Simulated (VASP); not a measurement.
Here is a VASP 6.6.1 calculation.

File INCAR:

```
SYSTEM = CuI
PREC = Accurate
ENCUT = 520
EDIFF = 1E-7
ISMEAR = 0
SIGMA = 0.01
LREAL = .FALSE.
LASPH = .TRUE.
NELM = 60
ALGO = Normal
ISIF = 2
LWAVE = .FALSE.
LCHARG = .FALSE.
GGA = PE
NBANDS = 16
```

Contents of KPOINTS:

```
regular mesh
0
G
  6 6 6
  0 0 0
```

POSCAR

```
CuI
1.0
    0.0000000000      3.1102752494      3.1102752494
    3.1102752494      0.0000000000      3.1102752494
    3.1102752494      3.1102752494      0.0000000000
Cu I
1 1
Direct
    0.2500000000      0.2500000000      0.2500000000
    0.0000000000      0.0000000000      0.0000000000
```

Potentials or basis: VASP PAW PBE potentials, release 64 (Cu, I).

Launch:

```bash
$ cat potpaw_PBE.64/Cu/POTCAR potpaw_PBE.64/I/POTCAR > POTCAR
$ mpirun -np 1 vasp_std > vasp.out
```

Task: Estimate the pressure.

Result: -2.2 GPa.

Task: What does it give for the band gap on the k mesh?

Result: 0.95 eV, direct.

Caveat: spin-orbit coupling is left out, which moves the levels of the heavy elements. PBE gaps usually lie below the measured ones, often by a third to a half.
